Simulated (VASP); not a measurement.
# Ge (I4_1/amd) in VASP: elastic constants with LDA

Aim: the elastic constants of Ge with LDA.

Program: VASP 6.6.1. These are calculated values, not measurements. Logs are shortened: lines on timing, memory, paths and dates and some standing lists are left out, and cuts for length are marked.

**1. The cell of the first run**

It takes space group I4_1/amd (No. 141, tetragonal). The conventional cell has a = 5.149 Å, b = 5.149 Å, c = 2.795 Å, α = 90.00°, β = 90.00°, γ = 90.00°. Ge (site symmetry -4m2) has 10 Ge at 2.67 to 3.32 Å within 3.5 Å.

**2. Elastic constants, LDA**

INCAR

```
SYSTEM = Ge
PREC     = Accurate       ! precision mode
ENCUT    = 600            ! plane-wave cutoff, eV
EDIFF    = 1E-8           ! SCF threshold, eV
ISMEAR   = -1             ! smearing method
SIGMA    = 0.05           ! smearing width, eV
LREAL    = .False.        ! projectors in reciprocal space
LASPH    = .True.         ! aspherical terms in the spheres
NELM     = 80             ! most SCF steps
ALGO     = Normal         ! electronic algorithm
ISIF     = 3              ! what is computed and relaxed
LWAVE    = .False.        ! write WAVECAR
LCHARG   = .True.         ! write CHGCAR
GGA      = CA             ! functional
NBANDS   = 21             ! bands
IBRION   = 6              ! ionic algorithm
NFREE    = 2            
POTIM    = 0.015          ! step
NSW      = 1              ! ionic steps
```

KPOINTS

```
regular mesh
0
Gamma
  8 8 8
  0 0 0
```

POSCAR

```
Ge
1.0
   -2.5744897190      2.5744897190      1.3974126432
    2.5744897190     -2.5744897190      1.3974126432
    2.5744897190      2.5744897190     -1.3974126432
Ge
2
Direct
    0.5000000000      0.5000000000      0.0000000000
    0.2500000000      0.7500000000      0.5000000000
```

Potentials or basis: VASP PAW LDA potentials, release 64 (Ge_d).

Started as:

```sh
cat potpaw_LDA.64/Ge_d/POTCAR > POTCAR
mpirun -np 1 vasp_std > vasp.out
```

OUTCAR:

```text
SYSTEM = Ge
   PREC = Accurate
   ENCUT = 600
   EDIFF = 1E-8
   ISMEAR = -1
   LREAL = .False.
   LASPH = .True.
   NELM = 80
   ISIF = 3
   GGA = CA
   IBRION = 6
   NFREE = 2
   POTIM = 0.015
   NSW = 1

 ion  position               nearest neighbor table
   1  0.500  0.500  0.000-   2 2.67   2 2.67   2 2.67   2 2.67
   2  0.250  0.750  0.500-   1 2.67   1 2.67   1 2.67   1 2.67

  LATTYP: Found a body centered tetragonal cell.
 ALAT       =     5.1489794380
 C/A-ratio  =     0.5427920853

  Lattice vectors:

 A1 = (  -2.5744897190,   2.5744897190,   1.3974126432)
 A2 = (   2.5744897190,  -2.5744897190,   1.3974126432)
 A3 = (   2.5744897190,   2.5744897190,  -1.3974126432)

Analysis of symmetry for initial positions (statically):
=====================================================================
 Subroutine PRICEL returns:
 Original cell was already a primitive cell.

 Routine SETGRP: Setting up the symmetry group for a
 body centered tetragonal supercell.

 Subroutine GETGRP returns: Found 16 space group operations
 (whereof  8 operations were pure point group operations)
 out of a pool of 16 trial point group operations.

The static configuration has the point symmetry D_2d.
 The point group associated with its full space group is D_4h.

Analysis of symmetry for dynamics (positions and initial velocities):
=====================================================================
 Subroutine PRICEL returns:
 Original cell was already a primitive cell.

 Routine SETGRP: Setting up the symmetry group for a
 body centered tetragonal supercell.

 Subroutine GETGRP returns: Found 16 space group operations
 (whereof  8 operations were pure point group operations)
 out of a pool of 16 trial point group operations.

The dynamic configuration has the point symmetry D_2d.
 The point group associated with its full space group is D_4h.

 Subroutine INISYM returns: Found 16 space group operations
 (whereof  8 operations are pure point group operations),
 and found     1 'primitive' translations

----------------------------------------------------------------------------------------

                                     Primitive cell

  volume of cell :      37.0482

  direct lattice vectors                    reciprocal lattice vectors
    -2.574489719  2.574489719  1.397412643     0.000000000  0.194213244  0.357804119
     2.574489719 -2.574489719  1.397412643     0.194213244  0.000000000  0.357804119
     2.574489719  2.574489719 -1.397412643     0.194213244  0.194213244  0.000000000

  length of vectors
     3.899840602  3.899840602  3.899840602     0.407114937  0.407114937  0.274659004

  position of ions in fractional coordinates (direct lattice)
     0.500000000  0.500000000  0.000000000
     0.250000000  0.750000000  0.500000000

  ion indices of the primitive-cell ions
   primitive index   ion index
                 1           1
                 2           2

----------------------------------------------------------------------------------------

 KPOINTS: regular mesh

Automatic generation of k-mesh.
 Grid dimensions read from file:
 generate k-points for:    8    8    8

 Generating k-lattice:

  Cartesian coordinates                     Fractional coordinates (reciprocal lattice)
     0.000000000  0.024276656  0.044725515     0.125000000  0.000000000  0.000000000
     0.024276656  0.000000000  0.044725515     0.000000000  0.125000000  0.000000000
     0.024276656  0.024276656  0.000000000     0.000000000  0.000000000  0.125000000

  Length of vectors
     0.050889367  0.050889367  0.034332375

  Shift w.r.t. Gamma in fractional coordinates (k-lattice)
     0.000000000  0.000000000  0.000000000

 Subroutine IBZKPT returns following result:
 ===========================================

 Found     59 irreducible k-points:
[... 60 lines left out ...]
   EFERMI =   0.00;   METHOD = LEGACY
   ISMEAR =    -1;   SIGMA  =   0.05  broadening in eV -4-tet -1-fermi 0-gaus
   EFERMI_NEDOS =   21; number of points for ismear=-14 and -15
   IALGO  =     38    algorithm
   IMIX   =      4    mixing-type and parameters
     AMIX     =   0.40;   BMIX     =  1.00
     AMIX_MAG =   1.60;   BMIX_MAG =  1.00
  volume/ion in A,a.u.               =      18.52       125.01
  Fermi-wavevector in a.u.,A,eV,Ry     =   1.491209  2.817976 30.255333  2.223704
  Thomas-Fermi vector in A             =   2.603893
   LORBIT       =      0    0 simple, 1 ext, 2 COOP (PROOUT), +10 PAW based schemes
   GGA     = CA    functional components
   LHFCALC =     F    Hartree Fock is set to
   AEXX    =    0.0000 exact exchange contribution
   IVDW    =     0    specifies the selected vdW correction
   LEPSILON=     F    determine dielectric tensor
   LRPA    =     F    only Hartree local field effects (RPA)
 finite differences with symmetry
 non-spin polarized calculation
  energy-cutoff  :      600.00
  volume of cell :       37.05
 maximum number of plane-waves:      1258
   NGX = 15   NGY = 15   NGZ = 15

--------------------------------------- Ionic step        1  -------------------------------------------

 number of electron      28.0000000 magnetization

 Free energy of the ion-electron system (eV)
  ---------------------------------------------------
  ext. energy  EPLUGINS =         0.00000000
  ---------------------------------------------------
  free energy    TOTEN  =       -10.00222971 eV

  energy without entropy =       -9.99473080  energy(sigma->0) =       -9.99848025

------------------------ aborting loop because EDIFF is reached ----------------------------------------

  FORCE on cell =-STRESS in cart. coord.  units (eV):
  Direction    XX          YY          ZZ          XY          YZ          ZX
  --------------------------------------------------------------------------------------
  -------------------------------------------------------------------------------------
  Total       -0.9312024     -0.9312024      0.1456752      0.0000000      0.0000000      0.0000000
  in kB      -40.2705602    -40.2705602      6.2998377      0.0000000      0.0000000      0.0000000
  external PRESSURE =     -24.7470942 kB  Pullay stress =       0.0000000 kB
[... 89 lines left out ...]
  FREE ENERGIE OF THE ION-ELECTRON SYSTEM (eV)
  ---------------------------------------------------
  free  energy   TOTEN  =       -10.0118866052 eV

  energy  without entropy=      -10.0043603038  energy(sigma->0) =      -10.00812345

[... ionic steps 4 to 14 ...]

--------------------------------------- Ionic step       15  -------------------------------------------

 number of electron      28.0000001 magnetization

------------------------ aborting loop because EDIFF is reached ----------------------------------------
[... 67 lines left out ...]
--------------------------------------- Ionic step       17  -------------------------------------------

 number of electron      28.0000005 magnetization

 Free energy of the ion-electron system (eV)
  ---------------------------------------------------
  ext. energy  EPLUGINS =         0.00000000
  ---------------------------------------------------
  free energy    TOTEN  =       -10.00216356 eV

  energy without entropy =       -9.99464364  energy(sigma->0) =       -9.99840360

 E-fermi :   6.4694     XC(G=0): -11.6060

 val. band max:        6.4223882282   @ k =  -0.2500   0.2500   0.2500
 cond. band min:       6.5532086310   @ k =   0.3750   0.3750   0.1250
 fundamental gap:      0.1308204028
 Fermi energy:         6.4694048009

 k-point     1 :       0.0000    0.0000    0.0000
  band No.  band energies     occupation
      1     -18.3181      2.00000
      2     -18.2676      2.00000
      3     -18.2418      2.00000
      4     -18.2351      2.00000
      5     -18.1335      2.00000
      6     -18.1289      2.00000
[... 565 lines left out ...]
     20      16.5873      0.00000
     21      16.6216      0.00000

 [... further k-points ...]

------------------------ aborting loop because EDIFF is reached ----------------------------------------

  FORCE on cell =-STRESS in cart. coord.  units (eV):
  Direction    XX          YY          ZZ          XY          YZ          ZX
  --------------------------------------------------------------------------------------
  -------------------------------------------------------------------------------------
  Total       -0.8860873     -0.9724318      0.1465445      0.0000000      0.0000000      0.0000000
  in kB      -38.3195233    -42.0535582      6.3374312      0.0000000      0.0000000      0.0000000
  external PRESSURE =     -24.6785501 kB  Pullay stress =       0.0000000 kB
[... 17 lines left out ...]
  FREE ENERGIE OF THE ION-ELECTRON SYSTEM (eV)
  ---------------------------------------------------
  free  energy   TOTEN  =       -10.0021635630 eV

  energy  without entropy=       -9.9946436442  energy(sigma->0) =       -9.99840360

 INTERNAL STRAIN TENSORS FROM STRAINED CELLS
 ============================================

 INTERNAL STRAIN TENSOR FOR ION    1 for displacements in x,y,z  (eV/Angst):
          X           Y           Z          XY          YZ          ZX
  --------------------------------------------------------------------------------
  x    -0.00000     0.00000    -0.00000     0.00000     0.00000    -0.96963
  y     0.00000     0.00000     0.00000    -0.00000     0.95946     0.00000
  z    -2.81031     2.81010     0.00000     0.00000     0.00008    -0.00012

 INTERNAL STRAIN TENSORS FROM DISPLACED ATOMS
 ============================================

 INTERNAL STRAIN TENSOR FOR ION    1 for displacements in x,y,z  (eV/Angst):
          X           Y           Z          XY          YZ          ZX
  --------------------------------------------------------------------------------
  x     0.00000     0.00000     0.00000     0.00000     0.00000    -1.02997
  y     0.00000     0.00000     0.00000     0.00000     1.02997     0.00000
  z    -2.87667     2.87667     0.00000     0.00000     0.00000     0.00000

 INTERNAL STRAIN TENSOR FOR ION    2 for displacements in x,y,z  (eV/Angst):
          X           Y           Z          XY          YZ          ZX
  --------------------------------------------------------------------------------
  x     0.00000     0.00000     0.00000     0.00000     0.00000     1.02997
  y     0.00000     0.00000     0.00000     0.00000    -1.02997     0.00000
  z     2.87667    -2.87667     0.00000     0.00000     0.00000     0.00000

 Eigenvectors and eigenvalues of the dynamical matrix
 ----------------------------------------------------

   1 f  =    4.790295 THz    30.098313 2PiTHz  159.787050 cm-1    19.811060 meV
             X         Y         Z           dx          dy          dz
      0.000000  0.000000  1.397413     0.000000   -0.707107    0.000000
      2.574490  0.000000  0.698706     0.000000    0.707107    0.000000
[... 21 lines left out ...]
   6 f  =    0.000000 THz     0.000000 2PiTHz    0.000000 cm-1     0.000000 meV
             X         Y         Z           dx          dy          dz
      0.000000  0.000000  1.397413     0.707107    0.000000    0.000000
      2.574490  0.000000  0.698706     0.707107    0.000000    0.000000

--------------------------------------------------------------------------------------------------------

 ELASTIC MODULI CONTR FROM IONIC RELAXATION (kBar)
 Direction    XX          YY          ZZ          XY          YZ          ZX
 --------------------------------------------------------------------------------
 XX        -564.3953    564.3953      0.0000      0.0000      0.0000      0.0000
 YY         564.3953   -564.3953      0.0000      0.0000     -0.0000     -0.0000
 ZZ           0.0000      0.0000      0.0000      0.0000      0.0000      0.0000
 XY           0.0000      0.0000      0.0000      0.0000      0.0000      0.0000
 YZ           0.0000     -0.0000      0.0000      0.0000    -13.4586      0.0000
 ZX           0.0000     -0.0000      0.0000      0.0000      0.0000    -13.4587
 --------------------------------------------------------------------------------

 TOTAL ELASTIC MODULI (kBar)
 Direction    XX          YY          ZZ          XY          YZ          ZX
 --------------------------------------------------------------------------------
 XX         860.1448    813.8461    453.6099      0.0000      0.0000      0.0000
 YY         813.8461    860.1448    453.6099      0.0000     -0.0000     -0.0000
 ZZ         453.6099    453.6099   1426.8381      0.0000      0.0000      0.0000
 XY           0.0000      0.0000      0.0000    598.1878     -0.0000      0.0000
 YZ           0.0000     -0.0000      0.0000     -0.0000    342.8163      0.0000
 ZX           0.0000     -0.0000      0.0000      0.0000      0.0000    342.8163
 --------------------------------------------------------------------------------
```

It took 29 min on 1 thread of Intel Xeon 8259CL, shared host; peak memory 0.32 GiB.

What came out:

```
Voigt bulk modulus            : 73 GPa
Highest phonon frequency at Γ : 160 cm⁻¹
```

Phonon frequencies in cm⁻¹ (negative: imaginary):
| q point | frequencies |
| --- | --- |
| (0.000, 0.000, 0.000) | 0 0 0 69 160 160 |

Elastic tensor in Voigt notation (GPa, in the Cartesian axes of the cell as first typed):
```
 86  81  45   0   0   0
 81  86  45   0   0   0
 45  45 143   0   0   0
  0   0   0  34   0   0
  0   0   0   0  34   0
  0   0   0   0   0  60
```

Clamped-ion elastic tensor (GPa):
```
142  25  45   0   0   0
 25 142  45   0   0   0
 45  45 143   0   0   0
  0   0   0  36   0   0
  0   0   0   0  36   0
  0   0   0   0   0  60
```

Caveat: the cell is under stress, which shifts elastic constants.
